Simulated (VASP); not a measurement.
# CuO (Pm-3m) in VASP: notebook, part 2 of 2

VASP 6.6.1. The steps go on from the part before.

## Step 3: Single point, PBE

This run uses another cell than the first one, of 9.15 Å³/atom, 1.053 times its volume.

File INCAR:

```
PREC = Accurate
ENCUT = 520
EDIFF = 1E-7
ISMEAR = -1
SIGMA = 0.05
LREAL = F
LASPH = T
NELM = 60
ALGO = Normal
ISIF = 2
LWAVE = F
LCHARG = T
GGA = PE
LELF = T
LVHAR = T
NBANDS = 16
```

File KPOINTS:

```
regular mesh
0
Gamma
  10 10 10
```

File POSCAR:

```
CuO
1.0
    2.6356614378      0.0000000000      0.0000000000
    0.0000000000      2.6356614378      0.0000000000
    0.0000000000      0.0000000000      2.6356614378
Cu O
1 1
Direct
    0.0000000000      0.0000000000      0.0000000000
    0.5000000000      0.5000000000      0.5000000000
```

Potentials or basis: VASP PAW PBE potentials, release 64 (Cu, O).

On the command line:

```console
cat potpaw_PBE.64/Cu/POTCAR potpaw_PBE.64/O/POTCAR > POTCAR
mpirun -np 1 vasp_std > vasp.out
```

OUTCAR:

```text
PREC = Accurate
   ENCUT = 520
   EDIFF = 1E-7
   ISMEAR = -1
   LREAL = F
   LASPH = T
   NELM = 60
   ISIF = 2
   GGA = PE

 ion  position               nearest neighbor table
   1  0.000  0.000  0.000-   2 2.28   2 2.28   2 2.28   2 2.28   2 2.28   2 2.28   2 2.28   2 2.28

   2  0.500  0.500  0.500-   1 2.28   1 2.28   1 2.28   1 2.28   1 2.28   1 2.28   1 2.28   1 2.28

  LATTYP: Found a simple cubic cell.
 ALAT       =     2.6356614378

  Lattice vectors:

 A1 = (   2.6356614378,   0.0000000000,   0.0000000000)
 A2 = (   0.0000000000,   2.6356614378,   0.0000000000)
 A3 = (   0.0000000000,   0.0000000000,   2.6356614378)

Analysis of symmetry for initial positions (statically):
=====================================================================
 Subroutine PRICEL returns:
 Original cell was already a primitive cell.

 Routine SETGRP: Setting up the symmetry group for a
 simple cubic supercell.

 Subroutine GETGRP returns: Found 48 space group operations
 (whereof 48 operations were pure point group operations)
 out of a pool of 48 trial point group operations.

The static configuration has the point symmetry O_h .

Analysis of symmetry for dynamics (positions and initial velocities):
=====================================================================
 Subroutine PRICEL returns:
 Original cell was already a primitive cell.

 Routine SETGRP: Setting up the symmetry group for a
 simple cubic supercell.

 Subroutine GETGRP returns: Found 48 space group operations
 (whereof 48 operations were pure point group operations)
 out of a pool of 48 trial point group operations.

The dynamic configuration has the point symmetry O_h .

 Subroutine INISYM returns: Found 48 space group operations
 (whereof 48 operations are pure point group operations),
 and found     1 'primitive' translations

----------------------------------------------------------------------------------------

[... 111 lines left out ...]
     AMIX     =   0.40;   BMIX     =  1.00
     AMIX_MAG =   1.60;   BMIX_MAG =  1.00
  volume/ion in A,a.u.               =       9.15        61.78
  Fermi-wavevector in a.u.,A,eV,Ry     =   1.597110  3.018100 34.705205  2.550761
  Thomas-Fermi vector in A             =   2.694768
   LORBIT       =      0    0 simple, 1 ext, 2 COOP (PROOUT), +10 PAW based schemes
   GGA     = PE    functional components
   LHFCALC =     F    Hartree Fock is set to
   AEXX    =    0.0000 exact exchange contribution
   IVDW    =     0    specifies the selected vdW correction
   LEPSILON=     F    determine dielectric tensor
   LRPA    =     F    only Hartree local field effects (RPA)
 non-spin polarized calculation
  energy-cutoff  :      520.00
  volume of cell :       18.31
 maximum number of plane-waves:       504
 NGX is ok and might be reduce to    20
   NGX =  9   NGY =  9   NGZ =  9

 number of electron      17.0000032 magnetization

 Free energy of the ion-electron system (eV)
  ---------------------------------------------------
  ext. energy  EPLUGINS =         0.00000000
  ---------------------------------------------------
  free energy    TOTEN  =        -8.62014998 eV

  energy without entropy =       -8.59376917  energy(sigma->0) =       -8.60695957

 E-fermi :   6.3101     XC(G=0): -12.7712

 val. band max:        6.2760129804   @ k =   0.5000   0.3000   0.1000
 cond. band min:       6.3114168141   @ k =   0.5000   0.4000   0.2000
 fundamental gap:      0.0354038338
 Fermi energy:         6.3101048996

 k-point     1 :       0.0000    0.0000    0.0000
  band No.  band energies     occupation
      1     -12.9162      2.00000
      2       3.1016      2.00000
      3       3.1016      2.00000
      4       4.5216      2.00000
      5       4.5216      2.00000
      6       4.5216      2.00000
[... 433 lines left out ...]
      3       2.8385      2.00000
      4       3.2007      2.00000
      5       3.5651      2.00000
      6       4.5759      2.00000
[... 8 lines left out ...]
     15      31.8045      0.00000
     16      32.0174      0.00000

 [... further k-points ...]

------------------------ aborting loop because EDIFF is reached ----------------------------------------

  FORCE on cell =-STRESS in cart. coord.  units (eV):
  Direction    XX          YY          ZZ          XY          YZ          ZX
  --------------------------------------------------------------------------------------
  -------------------------------------------------------------------------------------
  Total        0.0109336      0.0109336      0.0109336     -0.0000000     -0.0000000     -0.0000000
  in kB        0.9567657      0.9567657      0.9567657     -0.0000000     -0.0000000     -0.0000000
  external PRESSURE =       0.9567657 kB  Pullay stress =       0.0000000 kB

 VOLUME and BASIS-vectors are now :
 -----------------------------------------------------------------------------
  energy-cutoff  :      520.00
  volume of cell :       18.31
      direct lattice vectors                 reciprocal lattice vectors
     2.635661438  0.000000000  0.000000000     0.379411402  0.000000000  0.000000000
     0.000000000  2.635661438  0.000000000     0.000000000  0.379411402  0.000000000
     0.000000000  0.000000000  2.635661438     0.000000000  0.000000000  0.379411402

 POSITION                                       TOTAL-FORCE (eV/Angst)
 -----------------------------------------------------------------------------------
      0.00000      0.00000      0.00000         0.000000      0.000000      0.000000
      1.31783      1.31783      1.31783         0.000000      0.000000      0.000000
 -----------------------------------------------------------------------------------
    total drift:                                0.000000      0.000000      0.000000

  FREE ENERGIE OF THE ION-ELECTRON SYSTEM (eV)
  ---------------------------------------------------
  free  energy   TOTEN  =        -8.6201499789 eV

  energy  without entropy=       -8.5937691672  energy(sigma->0) =       -8.60695957
```

OSZICAR:

```text
N       E                     dE             d eps       ncg     rms          rms(c)
DAV:   1     0.832988974002E+02    0.83299E+02   -0.84612E+03  2016   0.167E+03
DAV:   2    -0.761706956606E+01   -0.90916E+02   -0.80398E+02  1992   0.276E+02
DAV:   3    -0.116930412470E+02   -0.40760E+01   -0.39377E+01  2064   0.606E+01
DAV:   4    -0.117315776509E+02   -0.38536E-01   -0.38523E-01  2040   0.567E+00
DAV:   5    -0.117320995056E+02   -0.52185E-03   -0.52185E-03  2232   0.676E-01    0.122E+01
DAV:   6    -0.118931925368E+02   -0.16109E+00   -0.19484E+01  2376   0.118E+02    0.126E+01
DAV:   7    -0.863186814631E+01    0.32613E+01   -0.43787E+00  2224   0.886E+01    0.144E+00
DAV:   8    -0.863396928020E+01   -0.21011E-02   -0.29456E-01  1848   0.489E+00    0.807E-01
DAV:   9    -0.862022060001E+01    0.13749E-01   -0.10195E-02  2728   0.226E+00    0.149E-01
DAV:  10    -0.862011579275E+01    0.10481E-03   -0.93747E-04  2736   0.487E-01    0.585E-02
DAV:  11    -0.862014790036E+01   -0.32108E-04   -0.15790E-04  2664   0.166E-01    0.202E-02
DAV:  12    -0.862015306913E+01   -0.51688E-05   -0.27361E-05  2704   0.165E-01    0.149E-02
DAV:  13    -0.862015016985E+01    0.28993E-05   -0.65107E-06  2280   0.117E-01    0.337E-03
DAV:  14    -0.862015001703E+01    0.15282E-06   -0.48652E-07  2368   0.173E-02    0.903E-04
DAV:  15    -0.862014997892E+01    0.38116E-07   -0.42622E-08  1328   0.313E-03
   1 F= -.86201500E+01 E0= -.86069596E+01  d E =-.263808E-01
```

stdout:

```text
POSCAR found type information on POSCAR CuO
 POSCAR found :  2 types and       2 ions
 scaLAPACK will be used
 LDA part: xc-table for (Slater+PW92), standard interpolation
 POSCAR, INCAR and KPOINTS ok, starting setup
 FFT: planning ... GRIDC
 FFT: planning ... GRID_SOFT
 FFT: planning ... GRID
 WAVECAR not read
 entering main loop
```

It took 6.7 s on 1 thread of Intel Xeon 6975P-C (Granite Rapids), shared host; peak memory 0.13 GiB.

Results:

| Quantity | Value |
| --- | --- |
| Free energy | -8.6201 eV |
| Pressure | 0.1 GPa |

Caveat: an odd number of electrons without spin polarisation forces a metal; a magnetic or distorted state may lie lower; semilocal functionals often make such compounds metallic where correlation or magnetic order opens a gap, which also shifts bond lengths. With open d or f shells a metallic result of PBE can be an artefact of self-interaction; +U or a hybrid may open a gap.

## Step 4: Single point, PBE

This run uses another cell than the first one, of 9.05 Å³/atom, 1.041 times its volume.

File INCAR:

```
ALGO = Normal
EDIFF = 1E-6
ENCUT = 520
GGA = PE
ISIF = 2
ISMEAR = -1
LASPH = T
LCHARG = F
LREAL = F
LWAVE = F
NBANDS = 16
NELM = 60
PREC = Accurate
SIGMA = 0.05
```

File KPOINTS:

```
k-points
0
Gamma
  10 10 10
```

File POSCAR:

```
CuO
1.0
    2.6257928186      0.0000000000      0.0000000000
    0.0000000000      2.6257928186      0.0000000000
    0.0000000000      0.0000000000      2.6257928186
Cu O
1 1
Direct
    0.0000000000      0.0000000000      0.0000000000
    0.5000000000      0.5000000000      0.5000000000
```

Potentials or basis: VASP PAW PBE potentials, release 64 (Cu, O).

On the command line:

```console
cat potpaw_PBE.64/Cu/POTCAR potpaw_PBE.64/O/POTCAR > POTCAR
mpirun -np 1 vasp_std > vasp.out
```

OUTCAR:

```text
EDIFF = 1E-6
   ENCUT = 520
   GGA = PE
   ISIF = 2
   ISMEAR = -1
   LASPH = T
   LREAL = F
   NELM = 60
   PREC = Accurate

 ion  position               nearest neighbor table
   1  0.000  0.000  0.000-   2 2.27   2 2.27   2 2.27   2 2.27   2 2.27   2 2.27   2 2.27   2 2.27

   2  0.500  0.500  0.500-   1 2.27   1 2.27   1 2.27   1 2.27   1 2.27   1 2.27   1 2.27   1 2.27

  LATTYP: Found a simple cubic cell.
 ALAT       =     2.6257928186
[... 643 lines left out ...]

 [... further k-points ...]

------------------------ aborting loop because EDIFF is reached ----------------------------------------

  FORCE on cell =-STRESS in cart. coord.  units (eV):
  Direction    XX          YY          ZZ          XY          YZ          ZX
  --------------------------------------------------------------------------------------
  -------------------------------------------------------------------------------------
  Total        0.2361119      0.2361119      0.2361119      0.0000000      0.0000000      0.0000000
  in kB       20.8952273     20.8952273     20.8952273      0.0000000      0.0000000      0.0000000
  external PRESSURE =      20.8952273 kB  Pullay stress =       0.0000000 kB

 VOLUME and BASIS-vectors are now :
 -----------------------------------------------------------------------------
  energy-cutoff  :      520.00
  volume of cell :       18.10
      direct lattice vectors                 reciprocal lattice vectors
     2.625792819  0.000000000  0.000000000     0.380837358  0.000000000  0.000000000
     0.000000000  2.625792819  0.000000000     0.000000000  0.380837358  0.000000000
     0.000000000  0.000000000  2.625792819     0.000000000  0.000000000  0.380837358

 POSITION                                       TOTAL-FORCE (eV/Angst)
 -----------------------------------------------------------------------------------
      0.00000      0.00000      0.00000         0.000000      0.000000      0.000000
      1.31290      1.31290      1.31290         0.000000      0.000000      0.000000
 -----------------------------------------------------------------------------------
    total drift:                                0.000000      0.000000      0.000000

  FREE ENERGIE OF THE ION-ELECTRON SYSTEM (eV)
  ---------------------------------------------------
  free  energy   TOTEN  =        -8.6184283339 eV

  energy  without entropy=       -8.5925038068  energy(sigma->0) =       -8.60546607
```

It took 6 s on 1 thread of Intel Xeon 6975P-C (Granite Rapids), shared host; peak memory 0.13 GiB.

Results:

```
Free energy : -8.6184 eV
Pressure    : 2.1 GPa
```

Caveat: an odd number of electrons without spin polarisation forces a metal; a magnetic or distorted state may lie lower; semilocal functionals often make such compounds metallic where correlation or magnetic order opens a gap, which also shifts bond lengths.

## Step 5: Summary

| cell | gap on the mesh (eV) | pressure (GPa) |
| --- | --- | --- |
| a = 2.591 Å, 2 atoms | none | 10.2 |
| a = 2.636 Å, 2 atoms | none | 0.1 |
| a = 2.626 Å, 2 atoms | none | 2.1 |

Alike in all rows: task single point; level PBE; potentials or basis VASP PAW PBE potentials, release 64 (Cu, O); no spin polarisation; k mesh 10 × 10 × 10; cutoff (eV) 520; smearing fermi-dirac 0.05 eV.

Caveats: an odd number of electrons without spin polarisation forces a metal; a magnetic or distorted state may lie lower; semilocal functionals often make such compounds metallic where correlation or magnetic order opens a gap, which also shifts bond lengths.

Total energies depend on the potentials used, so only differences within one code and one set of settings carry meaning.
